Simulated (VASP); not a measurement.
**Pd: single point with LDA**

The system is Pd.

```
CELL_PARAMETERS angstrom
1.53425 1.53425 1.53425
-1.53425 1.53425 1.53425
-1.53425 -1.53425 1.53425
ATOMIC_POSITIONS crystal
Pd 0.00000 0.00000 0.00000
```

```json
{
 "Program": "VASP 6.6.1",
 "Task": "single point",
 "Functional": "LDA",
 "Potentials or basis": "VASP PAW LDA potentials, release 64 (Pd)",
 "Cutoff": "500 eV",
 "k mesh": "8 × 8 × 8",
 "Occupations": "fermi-dirac, width 0.1 eV",
 "Spin": "no spin polarisation"
}
```

- Pressure: -1.9 GPa
- Band gap on the k mesh: zero (band 5 reaches 10.60 eV, above the bottom of band 6 at 8.97 eV)

Levels at points of the mesh, in eV from the Fermi level:
```tsv
k point	band 1	band 2	band 3	band 4	band 5	band 6	band 7	band 8	band 9	band 10
(0.00, 0.00, 0.00)	-7.37	-3.07	-3.07	-3.07	-0.96	-0.96	19.37	19.37	19.37	25.87
(0.50, 0.00, 0.00)	-5.51	-4.33	-1.04	-0.71	0.67	1.31	8.10	15.15	17.93	24.78
(0.50, 0.50, 0.50)	-5.44	-5.44	0.26	0.26	0.26	9.22	9.22	9.22	18.00	18.06
```

It took 4.5 s on 1 thread of Intel(R) Xeon(R) Platinum 8488C (Sapphire Rapids), on a shared host, peak memory 0.11 GiB.

Caveat: the k points lie up to 0.36 Å⁻¹ apart.
